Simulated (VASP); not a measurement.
A run of VASP 6.6.1:

Contents of INCAR:

```
SYSTEM = CdSe
  PREC = Accurate
  ENCUT = 500
  EDIFF = 1E-6
  ISMEAR = 0
  SIGMA = 0.01
  LREAL = .False.
  LASPH = .True.
  NELM = 120
  ALGO = Normal
  ISIF = 2
  LWAVE = .False.
  LCHARG = .True.
  GGA = PE
  LELF = .True.
  LVHAR = .True.
  NBANDS = 16
  GGA_COMPAT = .False.
```

Contents of KPOINTS:

```
regular mesh
0
Gamma
  6 6 6
  0 0 0
```

POSCAR

```
CdSe
1.0
    0.0000000000      3.0986163419      3.0986163419
    3.0986163419      0.0000000000      3.0986163419
    3.0986163419      3.0986163419      0.0000000000
Cd Se
1 1
Direct
    0.0000000000      0.0000000000      0.0000000000
    0.7500000000      0.7500000000      0.7500000000
```

Potentials or basis: VASP PAW PBE potentials, release 64 (Cd, Se).

The run is started by

```bash
$ cat potpaw_PBE.64/Cd/POTCAR potpaw_PBE.64/Se/POTCAR > POTCAR
$ mpirun -np 1 vasp_std > vasp.out
```

Hardware: 1 thread of Intel(R) Xeon(R) 6975P-C (Granite Rapids) (shared host).

Q: Estimate the wall time of this run.

A: Wall time 5.7 s on 1 thread of Intel(R) Xeon(R) 6975P-C (Granite Rapids), with other jobs on the host, peak memory 0.18 GiB. Counts: scf iterations 12, k points 16.
